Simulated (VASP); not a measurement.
# H2CI2 (Fmm2) in VASP: a series of runs

H2CI2 is run at these levels: PBE; tasks: relaxation of shape and atoms at fixed volume.

All numbers are computed with VASP 6.6.1; they aren't measurements. Logs are shortened: lines on timing, memory, paths and dates and some standing lists are left out, and cuts for length are marked.

## (1) The cell of the first run

Symmetry: Fmm2, No. 42, orthorhombic system. Conventional cell: a = 8.285 Å, b = 13.217 Å, c = 5.190 Å, α = 90.00°, β = 90.00°, γ = 90.00°. Within 1.5 Å of H (site symmetry m) lie 1 C at 1.10 Å. Within 1.5 Å of C (site symmetry mm2) lie 2 H at 1.10 Å. Within 2.9 Å of I (site symmetry m) lie 1 C at 2.18 Å and 2 H at 2.72 Å.

## (2) Relaxation of shape and atoms at fixed volume, PBE (28.41 Å³/atom)

File INCAR:

```
ALGO = Normal
EDIFF = 1E-6
EDIFFG = -0.01
ENCUT = 600
GGA = PE
IBRION = 2
ISIF = 4
ISMEAR = 0
LASPH = T
LCHARG = F
LREAL = F
LWAVE = F
NELM = 60
NSW = 50
PREC = Accurate
SIGMA = 0.02
```

File KPOINTS:

```
k-points
0
Gamma
  6 6 6
```

File POSCAR:

```
H2CI2
1.0
    0.0000000000      6.6082721526      2.5949483229
    4.1423714503      0.0000000000      2.5949483229
    4.1423714503      6.6082721526      0.0000000000
H C I
2 1 2
Direct
    0.7699641885      0.9907977097      0.2300358115
    0.9907977097      0.7699641885      0.0092022903
    0.9986880222      0.9986880222      0.0013119778
    0.3660121871      0.0905578926      0.9094421074
    0.0905578926      0.3660121871      0.6339878129
```

Potentials or basis: VASP PAW PBE potentials, release 64 (H, C, I).

Launch:

```console
> cat potpaw_PBE.64/H/POTCAR potpaw_PBE.64/C/POTCAR potpaw_PBE.64/I/POTCAR > POTCAR
> mpirun -np 1 vasp_std > vasp.out
```

OUTCAR:

```text
EDIFF = 1E-6
   EDIFFG = -0.01
   ENCUT = 600
   GGA = PE
   IBRION = 2
   ISIF = 4
   ISMEAR = 0
   LASPH = T
   LREAL = F
   NELM = 60
   NSW = 50
   PREC = Accurate

 ion  position               nearest neighbor table
   1  0.770  0.991  0.230-   3 1.10
   2  0.991  0.770  0.009-   3 1.10
   3  0.999  0.999  0.001-   1 1.10   2 1.10   4 2.18   5 2.18
   4  0.366  0.091  0.909-   3 2.18
   5  0.091  0.366  0.634-   3 2.18

  LATTYP: Found a face centered orthorhombic cell.
 ALAT       =     5.1898966458
 B/A-ratio  =     1.5963213655
 C/A-ratio  =     2.5465910416

  Lattice vectors:

 A1 = (   4.1423714503,   6.6082721526,   0.0000000000)
 A2 = (   0.0000000000,   6.6082721526,   2.5949483229)
 A3 = (   4.1423714503,   0.0000000000,   2.5949483229)

Analysis of symmetry for initial positions (statically):
=====================================================================
 Subroutine PRICEL returns:
 Original cell was already a primitive cell.

 Routine SETGRP: Setting up the symmetry group for a
 face centered orthorhombic supercell.

 Subroutine GETGRP returns: Found  4 space group operations
 (whereof  4 operations were pure point group operations)
 out of a pool of  8 trial point group operations.

The static configuration has the point symmetry C_2v.

Analysis of symmetry for dynamics (positions and initial velocities):
=====================================================================
 Subroutine PRICEL returns:
 Original cell was already a primitive cell.

 Routine SETGRP: Setting up the symmetry group for a
 face centered orthorhombic supercell.

 Subroutine GETGRP returns: Found  4 space group operations
 (whereof  4 operations were pure point group operations)
 out of a pool of  8 trial point group operations.

The dynamic configuration has the point symmetry C_2v.

 Subroutine INISYM returns: Found  4 space group operations
 (whereof  4 operations are pure point group operations),
 and found     1 'primitive' translations

----------------------------------------------------------------------------------------

                                     Primitive cell

  volume of cell :     142.0678

  direct lattice vectors                    reciprocal lattice vectors
     0.000000000  6.608272153  2.594948323    -0.120703806  0.075662743  0.192682064
     4.142371450  0.000000000  2.594948323     0.120703806 -0.075662743  0.192682064
     4.142371450  6.608272153  0.000000000     0.120703806  0.075662743 -0.192682064

  length of vectors
     7.099508268  4.888046443  7.799262919     0.239626037  0.239626037  0.239626037

  position of ions in fractional coordinates (direct lattice)
     0.769964188  0.990797710  0.230035812
     0.990797710  0.769964188  0.009202290
     0.998688022  0.998688022  0.001311978
     0.366012187  0.090557893  0.909442107
     0.090557893  0.366012187  0.633987813

  ion indices of the primitive-cell ions
   primitive index   ion index
                 1           1
                 2           2
                 3           3
                 4           4
                 5           5

----------------------------------------------------------------------------------------

 KPOINTS: k-points

Automatic generation of k-mesh.
 Grid dimensions read from file:
 generate k-points for:    6    6    6

 Generating k-lattice:

  Cartesian coordinates                     Fractional coordinates (reciprocal lattice)
    -0.020117301  0.012610457  0.032113677     0.166666667  0.000000000  0.000000000
     0.020117301 -0.012610457  0.032113677     0.000000000  0.166666667  0.000000000
     0.020117301  0.012610457 -0.032113677     0.000000000  0.000000000  0.166666667

  Length of vectors
     0.039937673  0.039937673  0.039937673

  Shift w.r.t. Gamma in fractional coordinates (k-lattice)
     0.000000000  0.000000000  0.000000000

 Subroutine IBZKPT returns following result:
 ===========================================

 Found     46 irreducible k-points:

 Following reciprocal coordinates:
            Coordinates               Weight
  0.000000  0.000000  0.000000      1.000000
  0.166667  0.000000  0.000000      8.000000
  0.333333  0.000000  0.000000      8.000000
  0.500000  0.000000  0.000000      4.000000
  0.166667  0.166667  0.000000      2.000000
  0.333333  0.166667 -0.000000      8.000000
[... 16 lines left out ...]
 -0.166667  0.166667  0.166667      8.000000
  0.500000  0.333333  0.166667      4.000000
 [... further k-points ...]
   k-points           NKPTS =     46   k-points in BZ     NKDIM =     46   number of bands    NBANDS=     14
   number of dos      NEDOS =    301   number of ions     NIONS =      5
   total plane-waves  NPLWV = 153600
   dimension x,y,z NGX =    60 NGY =   40 NGZ =   64
   dimension x,y,z NGXF=   120 NGYF=   80 NGZF=  128
   ions per type =               2   1   2
   NGX,Y,Z   is equivalent  to a cutoff of  14.05, 13.60, 13.64 a.u.
   NGXF,Y,Z  is equivalent  to a cutoff of  28.10, 27.21, 27.28 a.u.
 SYSTEM =  unknown system
   PREC   = accura    normal or accurate (medium, high low for compatibility)
   ISTART =      0    job   : 0-new  1-cont  2-samecut
   ICHARG =      2    charge: 1-file 2-atom 10-const
   ISPIN  =      1    spin polarized calculation?
   LNONCOLLINEAR =      F non collinear calculations
   LSORBIT =      F    spin-orbit coupling
   LASPH  =      T    aspherical Exc in radial PAW
   ENCUT  =  600.0 eV  44.10 Ry    6.64 a.u.  14.18  9.76 15.58*2*pi/ulx,y,z
   NELM   =     60;   NELMIN=  2; NELMDL= -5     # of ELM steps
   EDIFF  = 0.1E-05   stopping-criterion for ELM
   LREAL  =      F    real-space projection
   EDIFFG = -.1E-01   stopping-criterion for IOM
   NSW    =     50    number of steps for IOM
   IBRION =      2    ionic relax: 0-MD 1-quasi-New 2-CG
   NFREE  =      1    steps in history (QN), initial steepest desc. (CG)
   ISIF   =      4    stress and relaxation
   ISYM   =      2    0-nonsym 1-usesym 2-fastsym
   POTIM  = 0.5000    time-step for ionic-motion
   TEBEG  =    0.0;   TEEND  =   0.0 temperature during run
   PSTRESS=    0.0 pullay stress
   NELECT =      20.0000    total number of electrons
   NUPDOWN=      -1.0000    fix difference up-down
   EMIN   =  10.00;   EMAX   =-10.00  energy-range for DOS
   EFERMI =   0.00;   METHOD = LEGACY
   ISMEAR =     0;   SIGMA  =   0.02  broadening in eV -4-tet -1-fermi 0-gaus
   EFERMI_NEDOS =   21; number of points for ismear=-14 and -15
   IALGO  =     38    algorithm
   IMIX   =      4    mixing-type and parameters
     AMIX     =   0.40;   BMIX     =  1.00
     AMIX_MAG =   1.60;   BMIX_MAG =  1.00
  volume/ion in A,a.u.               =      28.41       191.74
  Fermi-wavevector in a.u.,A,eV,Ry     =   0.851634  1.609355  9.868038  0.725280
  Thomas-Fermi vector in A             =   1.967797
   LORBIT       =      0    0 simple, 1 ext, 2 COOP (PROOUT), +10 PAW based schemes
   GGA     = PE    functional components
   LHFCALC =     F    Hartree Fock is set to
   AEXX    =    0.0000 exact exchange contribution
   IVDW    =     0    specifies the selected vdW correction
   LEPSILON=     F    determine dielectric tensor
   LRPA    =     F    only Hartree local field effects (RPA)
 conjugate gradient relaxation of ions
 non-spin polarized calculation
 Gauss-broadening in eV      SIGMA  =   0.02
  energy-cutoff  :      600.00
  volume of cell :      142.07
 maximum number of plane-waves:      4778
 NGX is ok and might be reduce to    60
   NGX = 29   NGY = 19   NGZ = 31

--------------------------------------- Ionic step        1  -------------------------------------------

 number of electron      20.0000000 magnetization

 Free energy of the ion-electron system (eV)
  ---------------------------------------------------
  ext. energy  EPLUGINS =         0.00000000
  ---------------------------------------------------
  free energy    TOTEN  =       -18.65901626 eV

  energy without entropy =      -18.65901626  energy(sigma->0) =      -18.65901626

------------------------ aborting loop because EDIFF is reached ----------------------------------------

  FORCE on cell =-STRESS in cart. coord.  units (eV):
  Direction    XX          YY          ZZ          XY          YZ          ZX
  --------------------------------------------------------------------------------------
  -------------------------------------------------------------------------------------
  Total       -0.5296342     -1.0595723     -0.7267600      0.0000000      0.0000000      0.0000000
  in kB       -5.9729778    -11.9493841     -8.1960755      0.0000000      0.0000000      0.0000000
  external PRESSURE =      -8.7061458 kB  Pullay stress =       0.0000000 kB
[... 98 lines left out ...]
  FREE ENERGIE OF THE ION-ELECTRON SYSTEM (eV)
  ---------------------------------------------------
  free  energy   TOTEN  =       -18.6677143922 eV

  energy  without entropy=      -18.6677143922  energy(sigma->0) =      -18.66771439

[... ionic steps 4 to 8 ...]

--------------------------------------- Ionic step        9  -------------------------------------------

 number of electron      20.0000000 magnetization

------------------------ aborting loop because EDIFF is reached ----------------------------------------
[... 73 lines left out ...]
--------------------------------------- Ionic step       11  -------------------------------------------

 number of electron      20.0000000 magnetization

 Free energy of the ion-electron system (eV)
  ---------------------------------------------------
  ext. energy  EPLUGINS =         0.00000000
  ---------------------------------------------------
  free energy    TOTEN  =       -18.66943756 eV

  energy without entropy =      -18.66943756  energy(sigma->0) =      -18.66943756

 E-fermi :  -0.3194     XC(G=0):  -6.8070

 val. band max:       -0.4444083157   @ k =   0.0000   0.0000   0.0000
 cond. band min:       2.5427846249   @ k =   0.5000   0.0000   0.5000
 fundamental gap:      2.9871929406
 Fermi energy:        -0.3194297172

 k-point     1 :       0.0000    0.0000    0.0000
  band No.  band energies     occupation
      1     -13.8824      2.00000
      2     -11.6852      2.00000
      3     -10.0174      2.00000
      4      -5.5599      2.00000
      5      -4.4871      2.00000
      6      -3.5044      2.00000
      7      -1.0328      2.00000
      8      -0.6512      2.00000
      9      -0.5317      2.00000
     10      -0.4444      2.00000
     11       2.7415      0.00000
     12       4.3702      0.00000
     13       4.5465      0.00000
     14       5.9608      0.00000
[... 377 lines left out ...]
      1     -13.7516      2.00000
      2     -11.7774      2.00000
      3      -9.9618      2.00000
      4      -5.7952      2.00000
      5      -4.2868      2.00000
      6      -3.7487      2.00000
      7      -1.4248      2.00000
      8      -1.3521      2.00000
      9      -0.7644      2.00000
     10      -0.6820      2.00000
     11       3.1530      0.00000
     12       4.2693      0.00000
     13       6.4563      0.00000
     14       6.4708      0.00000

 [... further k-points ...]

------------------------ aborting loop because EDIFF is reached ----------------------------------------

  FORCE on cell =-STRESS in cart. coord.  units (eV):
  Direction    XX          YY          ZZ          XY          YZ          ZX
  --------------------------------------------------------------------------------------
  -------------------------------------------------------------------------------------
  Total       -0.0440535     -0.1022181     -0.0799767      0.0000000      0.0000000      0.0000000
  in kB       -0.4968160     -1.1527700     -0.9019420      0.0000000      0.0000000      0.0000000
  external PRESSURE =      -0.8505093 kB  Pullay stress =       0.0000000 kB
[... 20 lines left out ...]
  FREE ENERGIE OF THE ION-ELECTRON SYSTEM (eV)
  ---------------------------------------------------
  free  energy   TOTEN  =       -18.6694375642 eV

  energy  without entropy=      -18.6694375642  energy(sigma->0) =      -18.66943756

 reached required accuracy - stopping structural energy minimisation
```

It took 7.4 min on 1 thread of Intel Xeon 6975P-C (Granite Rapids), shared host; peak memory 0.49 GiB.

What came out:

```
Free energy                  : -18.6694 eV
Energy gained by relaxing    : 2.1 meV/atom
Ionic steps                  : 11
Pressure after relaxing      : -0.1 GPa
Largest force after relaxing : 0.008 eV/Å
Band gap on the k mesh       : 2.99 eV (least direct gap 3.09 eV)
```

Forces in eV/Å, atoms in the order of the input:
```
H    0.007  0.000 -0.003
H   -0.007  0.000 -0.003
C    0.000  0.000 -0.001
I    0.000  0.005  0.003
I    0.000 -0.005  0.003
```

Step by step:
```
step  energy change (eV)  largest force (eV/Å)  pressure (GPa)  volume (Å³)
   1              0.0000                0.3327           -0.87       142.07
   2             -0.0083                0.3552           -0.06       142.07
   3             -0.0087                0.2744           -0.20       142.07
   4             -0.0078                0.3072            0.04       142.07
   5             -0.0103                0.0203           -0.09       142.07
   6             -0.0103                0.0235           -0.10       142.07
   7             -0.0103                0.0139           -0.11       142.07
   8             -0.0104                0.0158           -0.12       142.07
   9             -0.0104                0.0134           -0.10       142.07
  10             -0.0104                0.0142           -0.09       142.07
  11             -0.0104                0.0077           -0.09       142.07
```

Final structure:
```cif
data_structure
_symmetry_space_group_name_H-M 'P 1'
_symmetry_Int_Tables_number 1
_cell_length_a 7.0765
_cell_length_b 4.9022
_cell_length_c 7.7882
_cell_angle_alpha 63.046
_cell_angle_beta 38.133
_cell_angle_gamma 78.821
_cell_volume 142.07
loop_
_atom_site_label
_atom_site_type_symbol
_atom_site_fract_x
_atom_site_fract_y
_atom_site_fract_z
_atom_site_occupancy
H1 H 0.77325 0.99092 0.22675 1
H2 H 0.99092 0.77325 0.00908 1
C1 C 0.99948 0.99948 0.00052 1
I1 I 0.36315 0.08922 0.91078 1
I2 I 0.08922 0.36315 0.63685 1
```

Caveat: this functional lacks dispersion, which holds the molecules together, so the pressure and a relaxed volume are unreliable; spin-orbit coupling is left out, which moves the levels of the heavy elements.

[end of part 1 of 2]
